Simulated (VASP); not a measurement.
Input of a VASP 6.6.1 run:

The input INCAR:

```
SYSTEM = CuO
PREC = Accurate
ENCUT = 520
EDIFF = 1E-7
ISMEAR = 0
SIGMA = 0.15
LREAL = .FALSE.
LASPH = .TRUE.
NELM = 150
ALGO = Normal
ISIF = 2
LWAVE = .FALSE.
LCHARG = .TRUE.
LMAXMIX = 4
LDAU = .TRUE.
LDAUTYPE = 2
LDAUL = 2 -1
LDAUU = 4 0
LDAUJ = 0 0
LDAUPRINT = 1
GGA = PE
LELF = .TRUE.
LVHAR = .TRUE.
NBANDS = 25
```

The input KPOINTS:

```
Automatic mesh
0
G
  16 16 10
  0 0 0
```

Contents of POSCAR:

```
CuO
1.0
    2.0891998036     -2.1017673939      0.0000000000
    2.0891998036      2.1017673939      0.0000000000
    0.0000000000      0.0000000000      5.1736067094
Cu O
2 2
Direct
    0.0000000000      0.5000000000      0.0000000000
    0.5000000000      0.0000000000      0.5000000000
    0.5000000000      0.5000000000      0.2500000000
    0.5000000000      0.5000000000      0.7500000000
```

Potentials or basis: VASP PAW PBE potentials, release 64 (Cu, O).

The run is started by

```bash
$ cat potpaw_PBE.64/Cu/POTCAR potpaw_PBE.64/O/POTCAR > POTCAR
$ mpirun -np 1 vasp_std > vasp.out
```

**Question.** What does it give for the band gap on the k mesh?

**Answer.** Zero (bands 17 and 18 overlap by 1.19 eV).

**Question.** Estimate the pressure.

**Answer.** -3.2 GPa.

Stress tensor (GPa, compression positive):
```
-2.98  0.00  0.00
 0.00 -3.06  0.00
 0.00  0.00 -3.63
```

Caveat: the cell stands under tension; U without spin polarisation on a metal has little footing.
